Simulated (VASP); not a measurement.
# CaSe (Fm-3m) in VASP: single point with PBE

Aim: the single point of CaSe with PBE.

Program: VASP 6.6.1. These are calculated values, not measurements. Logs are shortened: lines on timing, memory, paths and dates and some standing lists are left out, and cuts for length are marked.

### Step 1. The cell of the first run

It takes space group Fm-3m (No. 225, cubic). Conventional cell: a = 5.940 Å, b = 5.940 Å, c = 5.940 Å, α = 90.00°, β = 90.00°, γ = 90.00°. Ca (site symmetry m-3m) has 6 Se at 2.97 Å within 3.9 Å. Se (site symmetry m-3m) has 6 Ca at 2.97 Å within 3.9 Å.

### Step 2. Single point, PBE

INCAR

```
SYSTEM = CaSe
PREC     = Accurate       ! precision mode
ENCUT    = 500            ! plane-wave cutoff, eV
EDIFF    = 1E-6           ! SCF threshold, eV
ISMEAR   = 0              ! smearing method
SIGMA    = 0.1            ! smearing width, eV
LREAL    = .FALSE.        ! projectors in reciprocal space
LASPH    = .TRUE.         ! aspherical terms in the spheres
NELM     = 120            ! most SCF steps
ALGO     = Normal         ! electronic algorithm
ISIF     = 2              ! what is computed and relaxed
LWAVE    = .FALSE.        ! write WAVECAR
LCHARG   = .TRUE.         ! write CHGCAR
GGA      = PE             ! functional
LELF     = .TRUE.         ! ELF
LVHAR    = .TRUE.       
NBANDS   = 15             ! bands
GGA_COMPAT= .FALSE.
```

KPOINTS

```
Automatic mesh
0
G
  6 6 6
  0 0 0
```

POSCAR

```
CaSe
1.0
    0.0000000000      2.9702382100      2.9702382100
    2.9702382100      0.0000000000      2.9702382100
    2.9702382100      2.9702382100      0.0000000000
Ca Se
1 1
Direct
    0.0000000000      0.0000000000      0.0000000000
    0.5000000000      0.5000000000      0.5000000000
```

Potentials or basis: VASP PAW PBE potentials, release 64 (Ca_sv, Se).

The run is started by

```
cat potpaw_PBE.64/Ca_sv/POTCAR potpaw_PBE.64/Se/POTCAR > POTCAR
mpirun -np 1 vasp_std > vasp.out
```

OUTCAR:

```text
SYSTEM = CaSe
   PREC = Accurate
   ENCUT = 500
   EDIFF = 1E-6
   ISMEAR = 0
   LREAL = .FALSE.
   LASPH = .TRUE.
   NELM = 120
   ISIF = 2
   GGA = PE

 ion  position               nearest neighbor table
   1  0.000  0.000  0.000-   2 2.97   2 2.97   2 2.97   2 2.97   2 2.97   2 2.97
   2  0.500  0.500  0.500-   1 2.97   1 2.97   1 2.97   1 2.97   1 2.97   1 2.97

  LATTYP: Found a face centered cubic cell.
 ALAT       =     5.9404764200

  Lattice vectors:

 A1 = (   0.0000000000,   2.9702382100,   2.9702382100)
 A2 = (   2.9702382100,   0.0000000000,   2.9702382100)
 A3 = (   2.9702382100,   2.9702382100,   0.0000000000)

Analysis of symmetry for initial positions (statically):
=====================================================================
 Subroutine PRICEL returns:
 Original cell was already a primitive cell.

 Routine SETGRP: Setting up the symmetry group for a
 face centered cubic supercell.

 Subroutine GETGRP returns: Found 48 space group operations
 (whereof 48 operations were pure point group operations)
 out of a pool of 48 trial point group operations.

The static configuration has the point symmetry O_h .

Analysis of symmetry for dynamics (positions and initial velocities):
=====================================================================
 Subroutine PRICEL returns:
 Original cell was already a primitive cell.

 Routine SETGRP: Setting up the symmetry group for a
 face centered cubic supercell.

 Subroutine GETGRP returns: Found 48 space group operations
 (whereof 48 operations were pure point group operations)
 out of a pool of 48 trial point group operations.

The dynamic configuration has the point symmetry O_h .

 Subroutine INISYM returns: Found 48 space group operations
 (whereof 48 operations are pure point group operations),
 and found     1 'primitive' translations

----------------------------------------------------------------------------------------

                                     Primitive cell

  volume of cell :      52.4088

  direct lattice vectors                    reciprocal lattice vectors
     0.000000000  2.970238210  2.970238210    -0.168336667  0.168336667  0.168336667
     2.970238210  0.000000000  2.970238210     0.168336667 -0.168336667  0.168336667
     2.970238210  2.970238210  0.000000000     0.168336667  0.168336667 -0.168336667

  length of vectors
     4.200551160  4.200551160  4.200551160     0.291567660  0.291567660  0.291567660

  position of ions in fractional coordinates (direct lattice)
     0.000000000  0.000000000  0.000000000
     0.500000000  0.500000000  0.500000000

  ion indices of the primitive-cell ions
   primitive index   ion index
                 1           1
                 2           2

----------------------------------------------------------------------------------------

 KPOINTS: Automatic mesh

Automatic generation of k-mesh.
 Grid dimensions read from file:
 generate k-points for:    6    6    6

 Generating k-lattice:

  Cartesian coordinates                     Fractional coordinates (reciprocal lattice)
    -0.028056111  0.028056111  0.028056111     0.166666667  0.000000000  0.000000000
     0.028056111 -0.028056111  0.028056111     0.000000000  0.166666667  0.000000000
     0.028056111  0.028056111 -0.028056111     0.000000000  0.000000000  0.166666667

  Length of vectors
     0.048594610  0.048594610  0.048594610

  Shift w.r.t. Gamma in fractional coordinates (k-lattice)
     0.000000000  0.000000000  0.000000000

 Subroutine IBZKPT returns following result:
 ===========================================

 Found     16 irreducible k-points:

 Following reciprocal coordinates:
            Coordinates               Weight
  0.000000  0.000000  0.000000      1.000000
  0.166667  0.000000  0.000000      8.000000
  0.333333  0.000000  0.000000      8.000000
  0.500000  0.000000  0.000000      4.000000
  0.166667  0.166667  0.000000      6.000000
  0.333333  0.166667  0.000000     24.000000
[... 8 lines left out ...]
 -0.333333  0.333333  0.166667     24.000000
 -0.333333  0.500000  0.166667     12.000000
   k-points           NKPTS =     16   k-points in BZ     NKDIM =     16   number of bands    NBANDS=     15
   number of dos      NEDOS =    301   number of ions     NIONS =      2
   total plane-waves  NPLWV =  32768
   dimension x,y,z NGX =    32 NGY =   32 NGZ =   32
   dimension x,y,z NGXF=    64 NGYF=   64 NGZF=   64
   ions per type =               1   1
   NGX,Y,Z   is equivalent  to a cutoff of  12.66, 12.66, 12.66 a.u.
   NGXF,Y,Z  is equivalent  to a cutoff of  25.33, 25.33, 25.33 a.u.
 SYSTEM =  CaSe
   PREC   = accura    normal or accurate (medium, high low for compatibility)
   ISTART =      0    job   : 0-new  1-cont  2-samecut
   ICHARG =      2    charge: 1-file 2-atom 10-const
   ISPIN  =      1    spin polarized calculation?
   LNONCOLLINEAR =      F non collinear calculations
   LSORBIT =      F    spin-orbit coupling
   LASPH  =      T    aspherical Exc in radial PAW
   ENCUT  =  500.0 eV  36.75 Ry    6.06 a.u.   7.66  7.66  7.66*2*pi/ulx,y,z
   NELM   =    120;   NELMIN=  2; NELMDL= -5     # of ELM steps
   EDIFF  = 0.1E-05   stopping-criterion for ELM
   LREAL  =      F    real-space projection
   EDIFFG = 0.1E-04   stopping-criterion for IOM
   NSW    =      0    number of steps for IOM
   IBRION =     -1    ionic relax: 0-MD 1-quasi-New 2-CG
   NFREE  =      0    steps in history (QN), initial steepest desc. (CG)
   ISIF   =      2    stress and relaxation
   ISYM   =      2    0-nonsym 1-usesym 2-fastsym
   POTIM  = 0.5000    time-step for ionic-motion
   TEBEG  =    0.0;   TEEND  =   0.0 temperature during run
   PSTRESS=    0.0 pullay stress
   NELECT =      16.0000    total number of electrons
   NUPDOWN=      -1.0000    fix difference up-down
   EMIN   =  10.00;   EMAX   =-10.00  energy-range for DOS
   EFERMI =   0.00;   METHOD = LEGACY
   ISMEAR =     0;   SIGMA  =   0.10  broadening in eV -4-tet -1-fermi 0-gaus
   EFERMI_NEDOS =   21; number of points for ismear=-14 and -15
   IALGO  =     38    algorithm
   IMIX   =      4    mixing-type and parameters
     AMIX     =   0.40;   BMIX     =  1.00
     AMIX_MAG =   1.60;   BMIX_MAG =  1.00
  volume/ion in A,a.u.               =      26.20       176.84
  Fermi-wavevector in a.u.,A,eV,Ry     =   1.102335  2.083111 16.533013  1.215142
  Thomas-Fermi vector in A             =   2.238776
   LORBIT       =      0    0 simple, 1 ext, 2 COOP (PROOUT), +10 PAW based schemes
   GGA     = PE    functional components
   LHFCALC =     F    Hartree Fock is set to
   AEXX    =    0.0000 exact exchange contribution
   IVDW    =     0    specifies the selected vdW correction
   LEPSILON=     F    determine dielectric tensor
   LRPA    =     F    only Hartree local field effects (RPA)
 non-spin polarized calculation
 Gauss-broadening in eV      SIGMA  =   0.10
  energy-cutoff  :      500.00
  volume of cell :       52.41
 maximum number of plane-waves:      1363
 NGX is ok and might be reduce to    32
   NGX = 15   NGY = 15   NGZ = 15

 number of electron      15.9999996 magnetization

 Free energy of the ion-electron system (eV)
  ---------------------------------------------------
  ext. energy  EPLUGINS =         0.00000000
  ---------------------------------------------------
  free energy    TOTEN  =        -9.48364729 eV

  energy without entropy =       -9.48364729  energy(sigma->0) =       -9.48364729

 E-fermi :   2.7737     XC(G=0):  -9.1012

 val. band max:        2.3598816406   @ k =   0.0000   0.0000   0.0000
 cond. band min:       4.4128062854   @ k =   0.5000   0.5000   0.0000
 fundamental gap:      2.0529246448
 Fermi energy:         2.7736783639

 k-point     1 :       0.0000    0.0000    0.0000
  band No.  band energies     occupation
      1     -37.4297      2.00000
      2     -18.4212      2.00000
      3     -18.4212      2.00000
      4     -18.4212      2.00000
      5      -9.3948      2.00000
      6       2.3599      2.00000
      7       2.3599      2.00000
      8       2.3599      2.00000
      9       5.6328      0.00000
     10       6.0690      0.00000
     11       6.0690      0.00000
     12       6.0690      0.00000
     13       6.6254      0.00000
     14       6.6254      0.00000
     15      12.0556      0.00000

 k-point     2 :       0.1667    0.0000    0.0000
  band No.  band energies     occupation
      1     -37.4281      2.00000
      2     -18.4486      2.00000
      3     -18.4231      2.00000
      4     -18.4231      2.00000
      5      -9.2399      2.00000
      6       1.1903      2.00000
      7       1.9807      2.00000
      8       1.9807      2.00000
      9       5.9764      0.00000
     10       6.4193      0.00000
     11       6.4193      0.00000
     12       7.1067      0.00000
     13       7.3055      0.00000
     14       7.3055      0.00000
     15      12.1174      0.00000

 k-point     3 :       0.3333    0.0000    0.0000
  band No.  band energies     occupation
      1     -37.4250      2.00000
      2     -18.5024      2.00000
      3     -18.4268      2.00000
      4     -18.4268      2.00000
      5      -8.9049      2.00000
      6      -0.2838      2.00000
      7       1.4162      2.00000
      8       1.4162      2.00000
      9       6.2899      0.00000
     10       7.2263      0.00000
     11       7.2263      0.00000
     12       8.3952      0.00000
     13       8.7303      0.00000
     14       8.7303      0.00000
     15      11.7327      0.00000
[... 199 lines left out ...]
 k-point    15 :      -0.3333    0.3333    0.1667
  band No.  band energies     occupation
      1     -37.4219      2.00000
      2     -18.4959      2.00000
      3     -18.4640      2.00000
      4     -18.4441      2.00000
      5      -8.7388      2.00000
      6      -0.1273      2.00000
      7       0.5759      2.00000
      8       1.0478      2.00000
      9       6.7839      0.00000
     10       6.8630      0.00000
     11       8.0528      0.00000
     12       8.2114      0.00000
     13       8.2945      0.00000
     14      10.1135      0.00000
     15      10.8955      0.00000

 k-point    16 :      -0.3333    0.5000    0.1667
  band No.  band energies     occupation
      1     -37.4214      2.00000
      2     -18.4874      2.00000
      3     -18.4641      2.00000
      4     -18.4570      2.00000
      5      -8.7665      2.00000
      6       0.1096      2.00000
      7       0.8065      2.00000
      8       0.8736      2.00000
      9       5.6833      0.00000
     10       7.5027      0.00000
     11       7.6812      0.00000
     12       8.1186      0.00000
     13       8.3628      0.00000
     14       9.2997      0.00000
     15      11.7912      0.00000

------------------------ aborting loop because EDIFF is reached ----------------------------------------

  FORCE on cell =-STRESS in cart. coord.  units (eV):
  Direction    XX          YY          ZZ          XY          YZ          ZX
  --------------------------------------------------------------------------------------
  -------------------------------------------------------------------------------------
  Total        0.1977126      0.1977126      0.1977126     -0.0000000      0.0000000      0.0000000
  in kB        6.0442316      6.0442316      6.0442316     -0.0000000      0.0000000      0.0000000
  external PRESSURE =       6.0442316 kB  Pullay stress =       0.0000000 kB

 VOLUME and BASIS-vectors are now :
 -----------------------------------------------------------------------------
  energy-cutoff  :      500.00
  volume of cell :       52.41
      direct lattice vectors                 reciprocal lattice vectors
     0.000000000  2.970238210  2.970238210    -0.168336667  0.168336667  0.168336667
     2.970238210  0.000000000  2.970238210     0.168336667 -0.168336667  0.168336667
     2.970238210  2.970238210  0.000000000     0.168336667  0.168336667 -0.168336667

 POSITION                                       TOTAL-FORCE (eV/Angst)
 -----------------------------------------------------------------------------------
      0.00000      0.00000      0.00000         0.000000     -0.000000     -0.000000
      2.97024      2.97024      2.97024         0.000000      0.000000      0.000000
 -----------------------------------------------------------------------------------
    total drift:                                0.000000     -0.000000     -0.000000

  FREE ENERGIE OF THE ION-ELECTRON SYSTEM (eV)
  ---------------------------------------------------
  free  energy   TOTEN  =        -9.4836472894 eV

  energy  without entropy=       -9.4836472894  energy(sigma->0) =       -9.48364729
```

Wall time 16 s (1 thread of Intel Xeon Platinum 8175M at 2.50GHz (Skylake/Cascade Lake), shared host); peak memory 0.17 GiB.

What came out:

```yaml
Free_energy: -9.4836 eV
Pressure: 0.6 GPa
Band_gap_on_the_k_mesh: 2.05 eV, indirect (least direct gap 2.97 eV)
```

A k mesh can miss the band edges.
